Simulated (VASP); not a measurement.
A run of VASP 6.6.1 is set up as follows.

File INCAR:

```
SYSTEM = TaN
  ALGO = Normal
  EDIFF = 1E-6
  ENCUT = 700
  GGA = PE
  GGA_COMPAT = .FALSE.
  ISIF = 2
  ISMEAR = 0
  LASPH = .TRUE.
  LCHARG = .FALSE.
  LREAL = .FALSE.
  LWAVE = .FALSE.
  NBANDS = 16
  NELM = 120
  PREC = Accurate
  SIGMA = 0.15
```

KPOINTS

```
k-points
0
G
  20 20 20
  0 0 0
```

The input POSCAR:

```
TaN
1.0
   -0.1302332568      2.1151677224      2.1151677224
    2.1151677224     -0.1302332568      2.1151677224
    2.1151677224      2.1151677224     -0.1302332568
Ta N
1 1
Direct
    0.5000000000      0.5000000000      0.5000000000
    0.0000000000      0.0000000000      0.0000000000
```

Potentials or basis: VASP PAW PBE potentials, release 64 (Ta_sv_GW, N).

Command:

```sh
$ cat potpaw_PBE.64/Ta_sv_GW/POTCAR potpaw_PBE.64/N/POTCAR > POTCAR
$ mpirun -np 1 vasp_std > vasp.out
```

Task: What does it give for the pressure?

Result: 15.3 GPa.

Task: Estimate the band gap on the k mesh.

Result: Zero (bands 9 and 10 overlap by 5.16 eV).

Stress tensor (GPa, compression positive):
```
15.30  4.69  4.69
 4.69 15.30  4.69
 4.69  4.69 15.30
```

Caveat: the cell stands under pressure; spin-orbit coupling is left out, which moves the levels of the heavy elements.
